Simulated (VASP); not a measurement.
# Cd (P6_3/mmc) in VASP: notebook

Aim: see how the results for Cd move with the level of theory and the settings. Levels: PBEsol, RPBE. Tasks: single point.

Program: VASP 6.6.1. These are calculated values, not measurements. Logs are shortened: lines on timing, memory, paths and dates and some standing lists are left out, and cuts for length are marked.

## Step 1: The cell of the first run

The structure is hexagonal, space group P6_3/mmc (No. 194). Conventional cell: a = 2.992 Å, b = 2.992 Å, c = 5.363 Å, α = 90.00°, β = 90.00°, γ = 120.00°. Cd (site symmetry -6m2) has 12 Cd at 2.99 to 3.19 Å within 3.9 Å.

## Step 2: Single point, PBEsol

File INCAR:

```
ALGO = Normal ; EDIFF = 1E-6
ENCUT = 520 ; GGA = PS
ISIF = 2 ; ISMEAR = -1
LASPH = T ; LCHARG = F
LREAL = F ; LWAVE = F
NBANDS = 19 ; NELM = 100
PREC = Accurate ; SIGMA = 0.08
```

File KPOINTS:

```
k-points
0
Gamma
  14 14 8
```

File POSCAR:

```
Cd
1.0
    2.9924453964      0.0000000000      0.0000000000
   -1.4962226982      2.5915337327      0.0000000000
    0.0000000000      0.0000000000      5.3629824515
Cd
2
Direct
    0.3333333333      0.6666666667      0.2500000000
    0.6666666667      0.3333333333      0.7500000000
```

Potentials or basis: VASP PAW PBE potentials, release 64 (Cd).

The run is started by

```
> cat potpaw_PBE.64/Cd/POTCAR > POTCAR
> mpirun -np 1 vasp_std > vasp.out
```

OUTCAR:

```text
EDIFF = 1E-6
   ENCUT = 520
   GGA = PS
   ISIF = 2
   ISMEAR = -1
   LASPH = T
   LREAL = F
   NELM = 100
   PREC = Accurate

 ion  position               nearest neighbor table
   1  0.333  0.667  0.250-   2 3.19   2 3.19   2 3.19   2 3.19   2 3.19   2 3.19
   2  0.667  0.333  0.750-   1 3.19   1 3.19   1 3.19   1 3.19   1 3.19   1 3.19

  LATTYP: Found a hexagonal cell.
 ALAT       =     2.9924453964
 C/A-ratio  =     1.7921738716

  Lattice vectors:

 A1 = (   2.9924453964,   0.0000000000,   0.0000000000)
 A2 = (  -1.4962226982,   2.5915337327,   0.0000000000)
 A3 = (   0.0000000000,   0.0000000000,   5.3629824515)

Analysis of symmetry for initial positions (statically):
=====================================================================
 Subroutine PRICEL returns:
 Original cell was already a primitive cell.

 Routine SETGRP: Setting up the symmetry group for a
 hexagonal supercell.

 Subroutine GETGRP returns: Found 24 space group operations
 (whereof 12 operations were pure point group operations)
 out of a pool of 24 trial point group operations.

The static configuration has the point symmetry D_3d.
 The point group associated with its full space group is D_6h.

Analysis of symmetry for dynamics (positions and initial velocities):
=====================================================================
 Subroutine PRICEL returns:
 Original cell was already a primitive cell.

 Routine SETGRP: Setting up the symmetry group for a
 hexagonal supercell.

 Subroutine GETGRP returns: Found 24 space group operations
 (whereof 12 operations were pure point group operations)
 out of a pool of 24 trial point group operations.

The dynamic configuration has the point symmetry D_3d.
 The point group associated with its full space group is D_6h.

 Subroutine INISYM returns: Found 24 space group operations
 (whereof 12 operations are pure point group operations),
 and found     1 'primitive' translations

----------------------------------------------------------------------------------------

                                     Primitive cell

  volume of cell :      41.5901

  direct lattice vectors                    reciprocal lattice vectors
     2.992445396  0.000000000  0.000000000     0.334174853  0.192935941  0.000000000
[... 75 lines left out ...]
   NGXF,Y,Z  is equivalent  to a cutoff of  26.67, 26.67, 24.80 a.u.
 SYSTEM =  unknown system
   PREC   = accura    normal or accurate (medium, high low for compatibility)
   ISTART =      0    job   : 0-new  1-cont  2-samecut
   ICHARG =      2    charge: 1-file 2-atom 10-const
   ISPIN  =      1    spin polarized calculation?
   LNONCOLLINEAR =      F non collinear calculations
   LSORBIT =      F    spin-orbit coupling
   LASPH  =      T    aspherical Exc in radial PAW
   ENCUT  =  520.0 eV  38.22 Ry    6.18 a.u.   5.56  5.56  9.97*2*pi/ulx,y,z
   NELM   =    100;   NELMIN=  2; NELMDL= -5     # of ELM steps
   EDIFF  = 0.1E-05   stopping-criterion for ELM
   LREAL  =      F    real-space projection
   EDIFFG = 0.1E-04   stopping-criterion for IOM
   NSW    =      0    number of steps for IOM
   IBRION =     -1    ionic relax: 0-MD 1-quasi-New 2-CG
   NFREE  =      0    steps in history (QN), initial steepest desc. (CG)
   ISIF   =      2    stress and relaxation
   ISYM   =      2    0-nonsym 1-usesym 2-fastsym
   POTIM  = 0.5000    time-step for ionic-motion
   TEBEG  =    0.0;   TEEND  =   0.0 temperature during run
   PSTRESS=    0.0 pullay stress
   NELECT =      24.0000    total number of electrons
   NUPDOWN=      -1.0000    fix difference up-down
   EMIN   =  10.00;   EMAX   =-10.00  energy-range for DOS
   EFERMI =   0.00;   METHOD = LEGACY
   ISMEAR =    -1;   SIGMA  =   0.08  broadening in eV -4-tet -1-fermi 0-gaus
   EFERMI_NEDOS =   21; number of points for ismear=-14 and -15
   IALGO  =     38    algorithm
   IMIX   =      4    mixing-type and parameters
     AMIX     =   0.40;   BMIX     =  1.00
     AMIX_MAG =   1.60;   BMIX_MAG =  1.00
  volume/ion in A,a.u.               =      20.80       140.33
  Fermi-wavevector in a.u.,A,eV,Ry     =   1.362957  2.575615 25.274879  1.857651
  Thomas-Fermi vector in A             =   2.489401
   LORBIT       =      0    0 simple, 1 ext, 2 COOP (PROOUT), +10 PAW based schemes
   GGA     = PS    functional components
   LHFCALC =     F    Hartree Fock is set to
   AEXX    =    0.0000 exact exchange contribution
   IVDW    =     0    specifies the selected vdW correction
   LEPSILON=     F    determine dielectric tensor
   LRPA    =     F    only Hartree local field effects (RPA)
 non-spin polarized calculation
  energy-cutoff  :      520.00
  volume of cell :       41.59
 maximum number of plane-waves:      1148
 NGX is ok and might be reduce to    24
   NGX = 11   NGY = 11   NGZ = 19

 number of electron      23.9999990 magnetization

 Free energy of the ion-electron system (eV)
  ---------------------------------------------------
  ext. energy  EPLUGINS =         0.00000000
  ---------------------------------------------------
  free energy    TOTEN  =        -2.40295129 eV

  energy without entropy =       -2.39295109  energy(sigma->0) =       -2.39795119

 E-fermi :   3.0802     XC(G=0): -11.4204

 val. band max:        3.0580240017   @ k =   0.5000   0.0000   0.5000
 cond. band min:       3.0814019541   @ k =   0.3571   0.1429   0.0000
 fundamental gap:      0.0233779525
 Fermi energy:         3.0801553470

 k-point     1 :       0.0000    0.0000    0.0000
  band No.  band energies     occupation
      1      -6.8669      2.00000
      2      -6.4909      2.00000
      3      -6.1906      2.00000
      4      -6.1906      2.00000
      5      -6.1194      2.00000
      6      -6.1184      2.00000
[... 505 lines left out ...]
      6      -6.0097      2.00000
[... 11 lines left out ...]
     18       9.3659      0.00000
     19      11.2147      0.00000

 [... further k-points ...]
[... 5 lines left out ...]
  --------------------------------------------------------------------------------------
  -------------------------------------------------------------------------------------
  Total        0.1127010      0.1127010      0.0668549      0.0000000     -0.0000000      0.0000000
  in kB        4.3415905      4.3415905      2.5754589      0.0000000     -0.0000000      0.0000000
  external PRESSURE =       3.7528800 kB  Pullay stress =       0.0000000 kB

 VOLUME and BASIS-vectors are now :
 -----------------------------------------------------------------------------
  energy-cutoff  :      520.00
  volume of cell :       41.59
      direct lattice vectors                 reciprocal lattice vectors
     2.992445396  0.000000000  0.000000000     0.334174853  0.192935941  0.000000000
    -1.496222698  2.591533733  0.000000000     0.000000000  0.385871883  0.000000000
     0.000000000  0.000000000  5.362982451     0.000000000  0.000000000  0.186463411

 POSITION                                       TOTAL-FORCE (eV/Angst)
 -----------------------------------------------------------------------------------
     -0.00000      1.72769      1.34075         0.000000     -0.000000      0.000000
      1.49622      0.86384      4.02224        -0.000000      0.000000      0.000000
 -----------------------------------------------------------------------------------
    total drift:                               -0.000000      0.000000      0.000000

  FREE ENERGIE OF THE ION-ELECTRON SYSTEM (eV)
  ---------------------------------------------------
  free  energy   TOTEN  =        -2.4029512905 eV

  energy  without entropy=       -2.3929510888  energy(sigma->0) =       -2.39795119
```

stdout:

```text
POSCAR found type information on POSCAR Cd
 POSCAR found :  1 types and       2 ions
 scaLAPACK will be used
 -----------------------------------------------------------------------------
|                                                                             |
|                                                                             |
|     You enforced a specific xc type in the INCAR file but a different       |
|     I HOPE YOU KNOW WHAT YOU ARE DOING!                                     |
|                                                                             |
 -----------------------------------------------------------------------------

 LDA part: xc-table for (Slater+PW92), standard interpolation
 POSCAR, INCAR and KPOINTS ok, starting setup
 FFT: planning ... GRIDC
 FFT: planning ... GRID_SOFT
 FFT: planning ... GRID
 WAVECAR not read
 entering main loop
```

Run time: 29 s. Hardware: 1 thread of Intel Xeon Platinum 8488C (Sapphire Rapids), shared host; peak memory 0.21 GiB.

Results:

```yaml
Free_energy: -2.4030 eV
Pressure: 0.4 GPa
Band_gap_on_the_k_mesh: zero (bands 12 and 13 overlap by 3.72 eV)
```

Stress tensor (GPa, compression positive):
```
0.43 0.00 0.00
0.00 0.43 0.00
0.00 0.00 0.26
```

Caveat: the PAW data sets were made with another functional, which shifts forces and pressure a little.

## Step 3: Single point, RPBE

This run uses another cell than the first one, of 24.23 Å³/atom.

File INCAR:

```
PREC = Accurate ; ENCUT = 520
EDIFF = 1E-6 ; ISMEAR = 1
SIGMA = 0.001 ; LREAL = False
LASPH = True ; NELM = 60
ALGO = Normal ; ISIF = 2
LWAVE = False ; LCHARG = False
GGA = RP ; NBANDS = 19
```

File KPOINTS:

```
regular mesh
0
Gamma
  14 14 8
```

File POSCAR:

```
Cd
1.0
    3.1185351448      0.0000000000      0.0000000000
   -1.5592675724      2.7007306580      0.0000000000
    0.0000000000      0.0000000000      5.7536040097
Cd
2
Direct
    0.3333333333      0.6666666667      0.2500000000
    0.6666666667      0.3333333333      0.7500000000
```

Potentials or basis: VASP PAW PBE potentials, release 64 (Cd).

The run is started by

```
> cat potpaw_PBE.64/Cd/POTCAR > POTCAR
> mpirun -np 1 vasp_std > vasp.out
```

OUTCAR:

```text
PREC = Accurate
   ENCUT = 520
   EDIFF = 1E-6
   ISMEAR = 1
   LREAL = False
   LASPH = True
   NELM = 60
   ISIF = 2
   GGA = RP

 ion  position               nearest neighbor table
   1  0.333  0.667  0.250-   2 3.39   2 3.39   2 3.39   2 3.39   2 3.39   2 3.39
   2  0.667  0.333  0.750-   1 3.39   1 3.39   1 3.39   1 3.39   1 3.39   1 3.39

  LATTYP: Found a hexagonal cell.
 ALAT       =     3.1185351448
 C/A-ratio  =     1.8449700717

  Lattice vectors:

 A1 = (   3.1185351448,   0.0000000000,   0.0000000000)
 A2 = (  -1.5592675724,   2.7007306580,   0.0000000000)
 A3 = (   0.0000000000,   0.0000000000,   5.7536040097)

Analysis of symmetry for initial positions (statically):
=====================================================================
 Subroutine PRICEL returns:
 Original cell was already a primitive cell.

 Routine SETGRP: Setting up the symmetry group for a
 hexagonal supercell.

 Subroutine GETGRP returns: Found 24 space group operations
 (whereof 12 operations were pure point group operations)
 out of a pool of 24 trial point group operations.

The static configuration has the point symmetry D_3d.
 The point group associated with its full space group is D_6h.

Analysis of symmetry for dynamics (positions and initial velocities):
=====================================================================
 Subroutine PRICEL returns:
 Original cell was already a primitive cell.

 Routine SETGRP: Setting up the symmetry group for a
 hexagonal supercell.

 Subroutine GETGRP returns: Found 24 space group operations
 (whereof 12 operations were pure point group operations)
 out of a pool of 24 trial point group operations.

The dynamic configuration has the point symmetry D_3d.
 The point group associated with its full space group is D_6h.

[... 105 lines left out ...]
   ISYM   =      2    0-nonsym 1-usesym 2-fastsym
   POTIM  = 0.5000    time-step for ionic-motion
   TEBEG  =    0.0;   TEEND  =   0.0 temperature during run
   PSTRESS=    0.0 pullay stress
   NELECT =      24.0000    total number of electrons
   NUPDOWN=      -1.0000    fix difference up-down
   EMIN   =  10.00;   EMAX   =-10.00  energy-range for DOS
   EFERMI =   0.00;   METHOD = LEGACY
   ISMEAR =     1;   SIGMA  =   0.00  broadening in eV -4-tet -1-fermi 0-gaus
   EFERMI_NEDOS =   21; number of points for ismear=-14 and -15
   IALGO  =     38    algorithm
   IMIX   =      4    mixing-type and parameters
     AMIX     =   0.40;   BMIX     =  1.00
     AMIX_MAG =   1.60;   BMIX_MAG =  1.00
  volume/ion in A,a.u.               =      24.23       163.51
  Fermi-wavevector in a.u.,A,eV,Ry     =   1.295253  2.447673 22.826228  1.677680
  Thomas-Fermi vector in A             =   2.426784
   LORBIT       =      0    0 simple, 1 ext, 2 COOP (PROOUT), +10 PAW based schemes
   GGA     = RP    functional components
   LHFCALC =     F    Hartree Fock is set to
   AEXX    =    0.0000 exact exchange contribution
   IVDW    =     0    specifies the selected vdW correction
   LEPSILON=     F    determine dielectric tensor
   LRPA    =     F    only Hartree local field effects (RPA)
 non-spin polarized calculation
 Methfessel and Paxton  Order N= 1 SIGMA  =   0.00
  energy-cutoff  :      520.00
  volume of cell :       48.46
 maximum number of plane-waves:      1320
 NGX is ok and might be reduce to    24
   NGX = 11   NGY = 11   NGZ = 21

 number of electron      24.0000000 magnetization

 Free energy of the ion-electron system (eV)
  ---------------------------------------------------
  ext. energy  EPLUGINS =         0.00000000
  ---------------------------------------------------
  free energy    TOTEN  =        -0.70950906 eV

  energy without entropy =       -0.70950502  energy(sigma->0) =       -0.70950771

 E-fermi :   2.3308     XC(G=0): -10.3073

 val. band max:        2.3212791024   @ k =   0.4286   0.0714   0.3750
 cond. band min:       2.3309706071   @ k =   0.3571   0.2143   0.2500
 fundamental gap:      0.0096915047
 Fermi energy:         2.3308210620

 k-point     1 :       0.0000    0.0000    0.0000
  band No.  band energies     occupation
      1      -7.1060      2.00000
      2      -6.8987      2.00000
      3      -6.6696      2.00000
      4      -6.6696      2.00000
      5      -6.6270      2.00000
      6      -6.6270      2.00000
[... 505 lines left out ...]
      6      -6.4768      2.00000
[... 11 lines left out ...]
     18       7.7940      0.00000
     19       9.9305      0.00000

 [... further k-points ...]
[... 5 lines left out ...]
  --------------------------------------------------------------------------------------
  -------------------------------------------------------------------------------------
  Total        0.0557544      0.0557544      0.0302921      0.0000000     -0.0000000     -0.0000000
  in kB        1.8433925      1.8433925      1.0015381      0.0000000     -0.0000000     -0.0000000
  external PRESSURE =       1.5627744 kB  Pullay stress =       0.0000000 kB

 VOLUME and BASIS-vectors are now :
 -----------------------------------------------------------------------------
  energy-cutoff  :      520.00
  volume of cell :       48.46
      direct lattice vectors                 reciprocal lattice vectors
     3.118535145  0.000000000  0.000000000     0.320663374  0.185135085  0.000000000
    -1.559267572  2.700730658  0.000000000     0.000000000  0.370270170  0.000000000
     0.000000000  0.000000000  5.753604010     0.000000000  0.000000000  0.173804106

 POSITION                                       TOTAL-FORCE (eV/Angst)
 -----------------------------------------------------------------------------------
     -0.00000      1.80049      1.43840         0.000000     -0.000000      0.000000
      1.55927      0.90024      4.31520        -0.000000      0.000000      0.000000
 -----------------------------------------------------------------------------------
    total drift:                               -0.000000      0.000000      0.000000

  FREE ENERGIE OF THE ION-ELECTRON SYSTEM (eV)
  ---------------------------------------------------
  free  energy   TOTEN  =        -0.7095090580 eV

  energy  without entropy=       -0.7095050246  energy(sigma->0) =       -0.70950771
```

stdout:

```text
POSCAR found type information on POSCAR Cd
 POSCAR found :  1 types and       2 ions
 scaLAPACK will be used
 -----------------------------------------------------------------------------
|                                                                             |
|                                                                             |
|     You enforced a specific xc type in the INCAR file but a different       |
|     I HOPE YOU KNOW WHAT YOU ARE DOING!                                     |
|                                                                             |
 -----------------------------------------------------------------------------

 LDA part: xc-table for (Slater+PW92), standard interpolation
 POSCAR, INCAR and KPOINTS ok, starting setup
 FFT: planning ... GRIDC
 FFT: planning ... GRID_SOFT
 FFT: planning ... GRID
 WAVECAR not read
 entering main loop
```

It took 33 s on 1 thread of Intel Xeon Platinum 8488C (Sapphire Rapids), shared host; peak memory 0.23 GiB.

What came out:

```
Free energy            : -0.7095 eV
Pressure               : 0.2 GPa
Band gap on the k mesh : zero (bands 12 and 13 overlap by 3.52 eV)
```

Stress tensor (GPa, compression positive):
```
0.18 0.00 0.00
0.00 0.18 0.00
0.00 0.00 0.10
```

Levels at points of the mesh, in eV from the Fermi level:
| k point | band 10 | band 11 | band 12 | band 13 | band 14 | band 15 |
| --- | --- | --- | --- | --- | --- | --- |
| (0.00, 0.00, 0.00) | -8.42 | -8.07 | -2.82 | -2.45 | 10.46 | 13.38 |
| (0.50, 0.00, 0.00) | -8.20 | -2.07 | -1.88 | 1.94 | 2.72 | 2.97 |
| (0.00, 0.00, 0.50) | -8.51 | -6.70 | -6.70 | 3.77 | 3.77 | 14.04 |
| (0.50, 0.00, 0.50) | -8.21 | -1.24 | -1.24 | -0.20 | -0.20 | 7.80 |

Caveat: the PAW data sets were made with another functional, which shifts forces and pressure a little.

The gap in the log of VASP goes by the Fermi energy; the results here count the filled bands.